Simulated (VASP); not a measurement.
A run of VASP 6.6.1:

File INCAR:

```
SYSTEM = MgO
PREC = Accurate
ENCUT = 520
EDIFF = 1E-6
ISMEAR = 0
SIGMA = 0.05
LREAL = .False.
LASPH = .True.
NELM = 80
ALGO = Normal
ISIF = 2
LWAVE = .False.
LCHARG = .True.
GGA = PE
LELF = .True.
LVHAR = .True.
NBANDS = 11
```

KPOINTS

```
regular mesh
0
Gamma
  10 10 10
  0 0 0
```

The input POSCAR:

```
MgO
1.0
    0.0000000000      2.2540078050      1.9159066342
    2.2540078050      0.0000000000      1.9159066342
    2.2540078050      2.2540078050      0.0000000000
Mg O
1 1
Direct
    0.0000000000      0.0000000000      0.0000000000
    0.5000000000      0.5000000000      0.5000000000
```

Potentials or basis: VASP PAW PBE potentials, release 64 (Mg, O).

Launch:

```sh
$ cat potpaw_PBE.64/Mg/POTCAR potpaw_PBE.64/O/POTCAR > POTCAR
$ mpirun -np 1 vasp_std > vasp.out
```

Hardware: 1 thread of Intel Xeon 8259CL (shared host).

Problem. How long does it take, and how much memory?

Solution. It took 24 s on 1 thread of Intel Xeon 8259CL, with other jobs on the host, peak memory 0.15 GiB. Counts: scf iterations 12, k points 102.
